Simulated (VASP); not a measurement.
# P (Fm-3m) in VASP: notebook

The runs below take P through single point, with revPBE.

All numbers are computed with VASP 6.6.1; they aren't measurements. Logs are shortened: lines on timing, memory, paths and dates and some standing lists are left out, and cuts for length are marked.

### 1 The cell of the first run

It takes space group Fm-3m (No. 225, cubic). Conventional cell: a = 3.889 Å, b = 3.889 Å, c = 3.889 Å, α = 90.00°, β = 90.00°, γ = 90.00°. P (site symmetry m-3m) has 12 P at 2.75 Å within 3.6 Å.

### 2 Single point, revPBE

Contents of INCAR:

```
SYSTEM = P
PREC = Accurate
ENCUT = 520
EDIFF = 1E-6
ISMEAR = -1
SIGMA = 0.1
LREAL = .FALSE.
LASPH = .TRUE.
NELM = 100
ALGO = Normal
ISIF = 2
LWAVE = .FALSE.
LCHARG = .FALSE.
GGA = RE
NBANDS = 8
```

Contents of KPOINTS:

```
Automatic mesh
0
G
  14 14 14
  0 0 0
```

Contents of POSCAR:

```
P
1.0
    0.0000000000      1.9445471527      1.9445471527
    1.9445471527      0.0000000000      1.9445471527
    1.9445471527      1.9445471527      0.0000000000
P
1
Direct
    0.0000000000      0.0000000000      0.0000000000
```

Potentials or basis: VASP PAW PBE potentials, release 64 (P).

Run with:

```console
cat potpaw_PBE.64/P/POTCAR > POTCAR
mpirun -np 1 vasp_std > vasp.out
```

OUTCAR:

```text
SYSTEM = P
   PREC = Accurate
   ENCUT = 520
   EDIFF = 1E-6
   ISMEAR = -1
   LREAL = .FALSE.
   LASPH = .TRUE.
   NELM = 100
   ISIF = 2
   GGA = RE

 ion  position               nearest neighbor table
   1  0.000  0.000  0.000-

  LATTYP: Found a face centered cubic cell.
 ALAT       =     3.8890943054

  Lattice vectors:

 A1 = (   0.0000000000,   1.9445471527,   1.9445471527)
 A2 = (   1.9445471527,   0.0000000000,   1.9445471527)
 A3 = (   1.9445471527,   1.9445471527,   0.0000000000)

Analysis of symmetry for initial positions (statically):
=====================================================================
 Subroutine PRICEL returns:
 Original cell was already a primitive cell.

 Routine SETGRP: Setting up the symmetry group for a
 face centered cubic supercell.

 Subroutine GETGRP returns: Found 48 space group operations
 (whereof 48 operations were pure point group operations)
 out of a pool of 48 trial point group operations.

The static configuration has the point symmetry O_h .

Analysis of symmetry for dynamics (positions and initial velocities):
=====================================================================
 Subroutine PRICEL returns:
 Original cell was already a primitive cell.

 Routine SETGRP: Setting up the symmetry group for a
 face centered cubic supercell.

 Subroutine GETGRP returns: Found 48 space group operations
 (whereof 48 operations were pure point group operations)
 out of a pool of 48 trial point group operations.

The dynamic configuration has the point symmetry O_h .

 Subroutine INISYM returns: Found 48 space group operations
 (whereof 48 operations are pure point group operations),
 and found     1 'primitive' translations

----------------------------------------------------------------------------------------

                                     Primitive cell

  volume of cell :      14.7057

  direct lattice vectors                    reciprocal lattice vectors
     0.000000000  1.944547153  1.944547153    -0.257129275  0.257129275  0.257129275
     1.944547153  0.000000000  1.944547153     0.257129275 -0.257129275  0.257129275
     1.944547153  1.944547153  0.000000000     0.257129275  0.257129275 -0.257129275

  length of vectors
     2.750004956  2.750004956  2.750004956     0.445360969  0.445360969  0.445360969

  position of ions in fractional coordinates (direct lattice)
     0.000000000  0.000000000  0.000000000

  ion indices of the primitive-cell ions
   primitive index   ion index
                 1           1

----------------------------------------------------------------------------------------

 KPOINTS: Automatic mesh

Automatic generation of k-mesh.
 Grid dimensions read from file:
 generate k-points for:   14   14   14

 Generating k-lattice:

  Cartesian coordinates                     Fractional coordinates (reciprocal lattice)
    -0.018366377  0.018366377  0.018366377     0.071428571  0.000000000  0.000000000
     0.018366377 -0.018366377  0.018366377     0.000000000  0.071428571  0.000000000
     0.018366377  0.018366377 -0.018366377     0.000000000  0.000000000  0.071428571

  Length of vectors
     0.031811498  0.031811498  0.031811498

  Shift w.r.t. Gamma in fractional coordinates (k-lattice)
     0.000000000  0.000000000  0.000000000

 Subroutine IBZKPT returns following result:
 ===========================================

 Found    104 irreducible k-points:

 Following reciprocal coordinates:
            Coordinates               Weight
  0.000000  0.000000  0.000000      1.000000
  0.071429  0.000000  0.000000      8.000000
  0.142857  0.000000  0.000000      8.000000
  0.214286  0.000000  0.000000      8.000000
  0.285714  0.000000  0.000000      8.000000
  0.357143  0.000000  0.000000      8.000000
[... 16 lines left out ...]
  0.214286  0.142857  0.000000     24.000000
  0.285714  0.142857  0.000000     24.000000
 [... further k-points ...]
   k-points           NKPTS =    104   k-points in BZ     NKDIM =    104   number of bands    NBANDS=      8
   number of dos      NEDOS =    301   number of ions     NIONS =      1
   total plane-waves  NPLWV =   8000
   dimension x,y,z NGX =    20 NGY =   20 NGZ =   20
   dimension x,y,z NGXF=    40 NGYF=   40 NGZF=   40
   ions per type =               1
   NGX,Y,Z   is equivalent  to a cutoff of  12.09, 12.09, 12.09 a.u.
   NGXF,Y,Z  is equivalent  to a cutoff of  24.18, 24.18, 24.18 a.u.
 SYSTEM =  P
   PREC   = accura    normal or accurate (medium, high low for compatibility)
   ISTART =      0    job   : 0-new  1-cont  2-samecut
   ICHARG =      2    charge: 1-file 2-atom 10-const
   ISPIN  =      1    spin polarized calculation?
   LNONCOLLINEAR =      F non collinear calculations
   LSORBIT =      F    spin-orbit coupling
   LASPH  =      T    aspherical Exc in radial PAW
   ENCUT  =  520.0 eV  38.22 Ry    6.18 a.u.   5.11  5.11  5.11*2*pi/ulx,y,z
   NELM   =    100;   NELMIN=  2; NELMDL= -5     # of ELM steps
   EDIFF  = 0.1E-05   stopping-criterion for ELM
   LREAL  =      F    real-space projection
   EDIFFG = 0.1E-04   stopping-criterion for IOM
   NSW    =      0    number of steps for IOM
   IBRION =     -1    ionic relax: 0-MD 1-quasi-New 2-CG
   NFREE  =      0    steps in history (QN), initial steepest desc. (CG)
   ISIF   =      2    stress and relaxation
   ISYM   =      2    0-nonsym 1-usesym 2-fastsym
   POTIM  = 0.5000    time-step for ionic-motion
   TEBEG  =    0.0;   TEEND  =   0.0 temperature during run
   PSTRESS=    0.0 pullay stress
   NELECT =       5.0000    total number of electrons
   NUPDOWN=      -1.0000    fix difference up-down
   EMIN   =  10.00;   EMAX   =-10.00  energy-range for DOS
   EFERMI =   0.00;   METHOD = LEGACY
   ISMEAR =    -1;   SIGMA  =   0.10  broadening in eV -4-tet -1-fermi 0-gaus
   EFERMI_NEDOS =   21; number of points for ismear=-14 and -15
   IALGO  =     38    algorithm
   IMIX   =      4    mixing-type and parameters
     AMIX     =   0.40;   BMIX     =  1.00
     AMIX_MAG =   1.60;   BMIX_MAG =  1.00
  volume/ion in A,a.u.               =      14.71        99.24
  Fermi-wavevector in a.u.,A,eV,Ry     =   1.142623  2.159245 17.763599  1.305588
  Thomas-Fermi vector in A             =   2.279321
   LORBIT       =      0    0 simple, 1 ext, 2 COOP (PROOUT), +10 PAW based schemes
   GGA     = RE    functional components
   LHFCALC =     F    Hartree Fock is set to
   AEXX    =    0.0000 exact exchange contribution
   IVDW    =     0    specifies the selected vdW correction
   LEPSILON=     F    determine dielectric tensor
   LRPA    =     F    only Hartree local field effects (RPA)
 non-spin polarized calculation
  energy-cutoff  :      520.00
  volume of cell :       14.71
 maximum number of plane-waves:       411
   NGX = 11   NGY = 11   NGZ = 11

 number of electron       5.0000000 magnetization

 Free energy of the ion-electron system (eV)
  ---------------------------------------------------
  ext. energy  EPLUGINS =         0.00000000
  ---------------------------------------------------
  free energy    TOTEN  =        -4.18487793 eV

  energy without entropy =       -4.16117109  energy(sigma->0) =       -4.17302451

 E-fermi :   9.6953     XC(G=0): -11.4267

 val. band max:        9.6787918003   @ k =  -0.1429   0.2143   0.0714
 cond. band min:       9.6963119117   @ k =   0.3571   0.2857   0.0714
 fundamental gap:      0.0175201114
 Fermi energy:         9.6952668284

 k-point     1 :       0.0000    0.0000    0.0000
  band No.  band energies     occupation
      1      -6.5471      2.00000
      2      16.3968      0.00000
      3      16.3968      0.00000
      4      16.3968      0.00000
      5      21.0311      0.00000
      6      21.0311      0.00000
      7      21.0311      0.00000
      8      27.1972      0.00000

 k-point     2 :       0.0714    0.0000    0.0000
  band No.  band energies     occupation
      1      -6.4056      2.00000
      2      15.2471      0.00000
      3      16.1903      0.00000
      4      16.1903      0.00000
      5      21.1230      0.00000
      6      21.3789      0.00000
      7      21.3789      0.00000
      8      26.6944      0.00000

 k-point     3 :       0.1429    0.0000    0.0000
  band No.  band energies     occupation
      1      -5.9821      2.00000
      2      12.8395      0.00000
      3      15.7370      0.00000
      4      15.7370      0.00000
      5      21.0362      0.00000
      6      22.0829      0.00000
      7      22.0829      0.00000
      8      25.8659      0.00000

 k-point     4 :       0.2143    0.0000    0.0000
  band No.  band energies     occupation
      1      -5.2806      2.00000
      2      10.1487      0.02124
      3      15.2664      0.00000
      4      15.2665      0.00000
      5      20.7843      0.00000
      6      22.2193      0.00000
      7      22.2193      0.00000
      8      25.9829      0.00000

 k-point     5 :       0.2857    0.0000    0.0000
  band No.  band energies     occupation
      1      -4.3101      2.00000
      2       7.5083      2.00000
      3      14.8868      0.00000
      4      14.8868      0.00000
      5      20.5381      0.00000
      6      21.5553      0.00000
      7      21.5553      0.00000
      8      27.3765      0.00000
[... 177 lines left out ...]
 k-point    22 :       0.1429    0.1429    0.0000
  band No.  band energies     occupation
      1      -5.7935      2.00000
      2      14.2519      0.00000
      3      14.2519      0.00000
      4      14.5931      0.00000
      5      18.5687      0.00000
      6      22.4919      0.00000
      7      24.0241      0.00000
      8      24.0241      0.00000

 k-point    23 :       0.2143    0.1429    0.0000
  band No.  band energies     occupation
      1      -5.2781      2.00000
      2      12.1729      0.00000
      3      13.6238      0.00000
      4      14.3723      0.00000
      5      18.4229      0.00000
      6      21.1868      0.00000
      7      24.7342      0.00000
      8      24.8865      0.00000

 k-point    24 :       0.2857    0.1429    0.0000
  band No.  band energies     occupation
      1      -4.4880      2.00000
      2       9.6111      1.39754
      3      13.1822      0.00000
      4      13.7520      0.00000
      5      18.5626      0.00000
      6      21.0358      0.00000
      7      24.7356      0.00000
      8      24.9651      0.00000

 [... further k-points ...]
[... 5 lines left out ...]
  --------------------------------------------------------------------------------------
  -------------------------------------------------------------------------------------
  Total       -0.0398588     -0.0398588     -0.0398588     -0.0000000      0.0000000     -0.0000000
  in kB       -4.3425991     -4.3425991     -4.3425991     -0.0000000      0.0000000     -0.0000000
  external PRESSURE =      -4.3425991 kB  Pullay stress =       0.0000000 kB

 VOLUME and BASIS-vectors are now :
 -----------------------------------------------------------------------------
  energy-cutoff  :      520.00
  volume of cell :       14.71
      direct lattice vectors                 reciprocal lattice vectors
     0.000000000  1.944547153  1.944547153    -0.257129275  0.257129275  0.257129275
     1.944547153  0.000000000  1.944547153     0.257129275 -0.257129275  0.257129275
     1.944547153  1.944547153  0.000000000     0.257129275  0.257129275 -0.257129275

 POSITION                                       TOTAL-FORCE (eV/Angst)
 -----------------------------------------------------------------------------------
      0.00000      0.00000      0.00000        -0.000000     -0.000000     -0.000000
 -----------------------------------------------------------------------------------
    total drift:                                0.000000      0.000000      0.000000

  FREE ENERGIE OF THE ION-ELECTRON SYSTEM (eV)
  ---------------------------------------------------
  free  energy   TOTEN  =        -4.1848779276 eV

  energy  without entropy=       -4.1611710866  energy(sigma->0) =       -4.17302451
```

It took 6.4 s on 1 thread of AMD EPYC 7R13 (Zen 3), shared host; peak memory 0.09 GiB.

Results:

```yaml
Free_energy: -4.1849 eV
Pressure: -0.4 GPa
```

Levels at points of the mesh, in eV from the Fermi level:
```csv
k point,band 1,band 2,band 3,band 4,band 5
"(0.00, 0.00, 0.00)",-16.24,6.70,6.70,6.70,11.34
"(0.50, 0.00, 0.00)",-10.47,-7.96,4.74,4.74,10.41
"(0.50, 0.50, 0.00)",-7.87,-6.65,0.66,0.66,4.36
```

Caveat: the PAW data sets were made with another functional, which shifts forces and pressure a little.

### 3 Single point, revPBE (volume scaled by 0.88)

Contents of INCAR:

```
PREC     = Accurate       # precision mode
ENCUT    = 520            # plane-wave cutoff, eV
EDIFF    = 1E-6           # SCF threshold, eV
ISMEAR   = -1             # smearing method
SIGMA    = 0.1            # smearing width, eV
LREAL    = F              # projectors in reciprocal space
LASPH    = T              # aspherical terms in the spheres
NELM     = 80             # most SCF steps
ALGO     = Normal         # electronic algorithm
ISIF     = 2              # what is computed and relaxed
LWAVE    = F              # write WAVECAR
LCHARG   = T              # write CHGCAR
GGA      = RE             # functional
LELF     = T              # ELF
LVHAR    = T            
NBANDS   = 8              # bands
```

Contents of KPOINTS:

```
regular mesh
0
Gamma
  16 16 16
```

Contents of POSCAR:

```
P
1.0
    0.0000000000      1.8634283681      1.8634283681
    1.8634283681      0.0000000000      1.8634283681
    1.8634283681      1.8634283681      0.0000000000
P
1
Direct
    0.0000000000      0.0000000000      0.0000000000
```

Potentials or basis: VASP PAW PBE potentials, release 64 (P).

Run with:

```console
cat potpaw_PBE.64/P/POTCAR > POTCAR
mpirun -np 1 vasp_std > vasp.out
```

OUTCAR:

```text
PREC = Accurate
   ENCUT = 520
   EDIFF = 1E-6
   ISMEAR = -1
   LREAL = F
   LASPH = T
   NELM = 80
   ISIF = 2
   GGA = RE

 ion  position               nearest neighbor table
   1  0.000  0.000  0.000-

  LATTYP: Found a face centered cubic cell.
 ALAT       =     3.7268567362

  Lattice vectors:

 A1 = (   0.0000000000,   1.8634283681,   1.8634283681)
 A2 = (   1.8634283681,   0.0000000000,   1.8634283681)
 A3 = (   1.8634283681,   1.8634283681,   0.0000000000)

Analysis of symmetry for initial positions (statically):
=====================================================================
 Subroutine PRICEL returns:
 Original cell was already a primitive cell.

 Routine SETGRP: Setting up the symmetry group for a
 face centered cubic supercell.

 Subroutine GETGRP returns: Found 48 space group operations
 (whereof 48 operations were pure point group operations)
 out of a pool of 48 trial point group operations.

The static configuration has the point symmetry O_h .

Analysis of symmetry for dynamics (positions and initial velocities):
=====================================================================
 Subroutine PRICEL returns:
 Original cell was already a primitive cell.

 Routine SETGRP: Setting up the symmetry group for a
 face centered cubic supercell.

 Subroutine GETGRP returns: Found 48 space group operations
 (whereof 48 operations were pure point group operations)
 out of a pool of 48 trial point group operations.

The dynamic configuration has the point symmetry O_h .

 Subroutine INISYM returns: Found 48 space group operations
 (whereof 48 operations are pure point group operations),
 and found     1 'primitive' translations

----------------------------------------------------------------------------------------

                                     Primitive cell

  volume of cell :      12.9410
[... 100 lines left out ...]
   EMIN   =  10.00;   EMAX   =-10.00  energy-range for DOS
   EFERMI =   0.00;   METHOD = LEGACY
   ISMEAR =    -1;   SIGMA  =   0.10  broadening in eV -4-tet -1-fermi 0-gaus
   EFERMI_NEDOS =   21; number of points for ismear=-14 and -15
   IALGO  =     38    algorithm
   IMIX   =      4    mixing-type and parameters
     AMIX     =   0.40;   BMIX     =  1.00
     AMIX_MAG =   1.60;   BMIX_MAG =  1.00
  volume/ion in A,a.u.               =      12.94        87.33
  Fermi-wavevector in a.u.,A,eV,Ry     =   1.192364  2.253241 19.343832  1.421732
  Thomas-Fermi vector in A             =   2.328404
   LORBIT       =      0    0 simple, 1 ext, 2 COOP (PROOUT), +10 PAW based schemes
   GGA     = RE    functional components
   LHFCALC =     F    Hartree Fock is set to
   AEXX    =    0.0000 exact exchange contribution
   IVDW    =     0    specifies the selected vdW correction
   LEPSILON=     F    determine dielectric tensor
   LRPA    =     F    only Hartree local field effects (RPA)
 non-spin polarized calculation
  energy-cutoff  :      520.00
  volume of cell :       12.94
 maximum number of plane-waves:       360
   NGX =  9   NGY =  9   NGZ =  9

 number of electron       5.0000001 magnetization

 Free energy of the ion-electron system (eV)
  ---------------------------------------------------
  ext. energy  EPLUGINS =         0.00000000
  ---------------------------------------------------
  free energy    TOTEN  =        -4.11786637 eV

  energy without entropy =       -4.09802859  energy(sigma->0) =       -4.10794748

 E-fermi :  11.5859     XC(G=0): -11.9998

 val. band max:       11.5779323868   @ k =  -0.4375   0.5000   0.0625
 cond. band min:      11.6382431937   @ k =   0.3750   0.2500   0.1250
 fundamental gap:      0.0603108069
 Fermi energy:        11.5858638377

 k-point     1 :       0.0000    0.0000    0.0000
  band No.  band energies     occupation
      1      -6.0281      2.00000
      2      19.5635      0.00000
      3      19.5635      0.00000
      4      19.5635      0.00000
      5      23.2106      0.00000
      6      23.2106      0.00000
      7      23.2106      0.00000
      8      29.9075      0.00000
[... 243 lines left out ...]
 k-point    24 :      -0.0625    0.0625    0.0000
  band No.  band energies     occupation
      1      -5.7094      2.00000
      2      17.5355      0.00000
      3      17.7910      0.00000
      4      19.5760      0.00000
      5      23.5207      0.00000
      6      23.6010      0.00000
      7      24.7232      0.00000
      8      28.4507      0.00000

 [... further k-points ...]
[... 5 lines left out ...]
  --------------------------------------------------------------------------------------
  -------------------------------------------------------------------------------------
  Total        1.1624345      1.1624345      1.1624345      0.0000000     -0.0000000     -0.0000000
  in kB      143.9166263    143.9166263    143.9166263      0.0000000     -0.0000000     -0.0000000
  external PRESSURE =     143.9166263 kB  Pullay stress =       0.0000000 kB

 VOLUME and BASIS-vectors are now :
 -----------------------------------------------------------------------------
  energy-cutoff  :      520.00
  volume of cell :       12.94
      direct lattice vectors                 reciprocal lattice vectors
     0.000000000  1.863428368  1.863428368    -0.268322630  0.268322630  0.268322630
     1.863428368  0.000000000  1.863428368     0.268322630 -0.268322630  0.268322630
     1.863428368  1.863428368  0.000000000     0.268322630  0.268322630 -0.268322630

 POSITION                                       TOTAL-FORCE (eV/Angst)
 -----------------------------------------------------------------------------------
      0.00000      0.00000      0.00000        -0.000000      0.000000     -0.000000
 -----------------------------------------------------------------------------------
    total drift:                                0.000000      0.000000      0.000000

  FREE ENERGIE OF THE ION-ELECTRON SYSTEM (eV)
  ---------------------------------------------------
  free  energy   TOTEN  =        -4.1178663652 eV

  energy  without entropy=       -4.0980285937  energy(sigma->0) =       -4.10794748
```

Wall time 9.7 s (1 thread of AMD EPYC 7R13 (Zen 3), shared host); peak memory 0.09 GiB.

Results:

```yaml
Free_energy: -4.1179 eV
Pressure: 14.4 GPa
```

Levels at points of the mesh, in eV from the Fermi level:
```tsv
k point	band 1	band 2	band 3	band 4	band 5	band 6	band 7
(0.00, 0.00, 0.00)	-17.61	7.98	7.98	7.98	11.62	11.62	11.62
(0.50, 0.00, 0.00)	-10.93	-9.03	5.65	5.65	10.59	10.59	11.62
(0.50, 0.50, 0.00)	-7.87	-7.52	0.82	0.82	3.92	5.20	24.39
```

Caveat: the PAW data sets were made with another functional, which shifts forces and pressure a little.
